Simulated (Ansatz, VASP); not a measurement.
## BN in VASP and in Ansatz

INCAR

```
PREC = Accurate ; ENCUT = 600
EDIFF = 1E-6 ; ISMEAR = 0
SIGMA = 0.01 ; LREAL = F
LASPH = T ; NELM = 120
ALGO = Normal ; ISIF = 2
LWAVE = F ; LCHARG = F
NBANDS = 16 ; GGA_COMPAT = F
```

Contents of KPOINTS:

```
regular mesh
0
Gamma
  12 12 4
```

POSCAR

```
BN
1.0
    2.4982400000      0.0000000000      0.0000000000
   -1.2491200000      2.1635393048      0.0000000000
    0.0000000000      0.0000000000      6.6357000000
B N
2 2
Direct
    0.3333333333      0.6666666667      0.2500000000
    0.6666666667      0.3333333333      0.7500000000
    0.3333333333      0.6666666667      0.7500000000
    0.6666666667      0.3333333333      0.2500000000
```

Input for Ansatz:

```yaml
crystal:
  lattice:
    a: 2.49824
    b: 2.49824
    c: 6.6357
    alpha: 90.0
    beta: 90.0
    gamma: 120.0
  atoms:
    - { symbol: B, position: [0.3333333333333333, 0.6666666666666666, 0.25] }
    - { symbol: B, position: [0.6666666666666666, 0.3333333333333333, 0.75] }
    - { symbol: "N", position: [0.3333333333333333, 0.6666666666666666, 0.75] }
    - { symbol: "N", position: [0.6666666666666666, 0.3333333333333333, 0.25] }
kpoints:
  mp_grid:
    grid: [12, 12, 4]
    shift: [0.0, 0.0, 0.0]
hamiltonian:
  xc: lda
  pseudopotentials:
    kind: paw
scf:
  occupations:
    method: fixed
output:
  forces: true
  stress: true
  eigenvalues: true
```

Alike in both runs: task single point; functional LDA; k mesh 12 × 12 × 4; no spin polarisation.

|  | VASP | Ansatz |
| --- | --- | --- |
| version | VASP 6.6.1 | Ansatz 0.2.0 |
| potentials or method | VASP PAW LDA potentials, release 64 (B, N) | plane waves, PAW |
| plane-wave cutoff (eV) | 600 | 420 |
| occupations | gaussian, width 0.01 eV | fixed |
| valence electrons in the cell | 16 | 16 |

```csv
,VASP,Ansatz,Ansatz less VASP
gap on the k mesh at the Fermi level (eV),4.09,4.10,+0.017
pressure (GPa),-2.7,-2.9,-0.27
"traceless stress, the component that is largest in VASP (GPa)",1.86,2.39,+0.529
```

LDA's correlation is that of Perdew and Zunger in VASP and of Perdew and Wang (1992) in Ansatz.
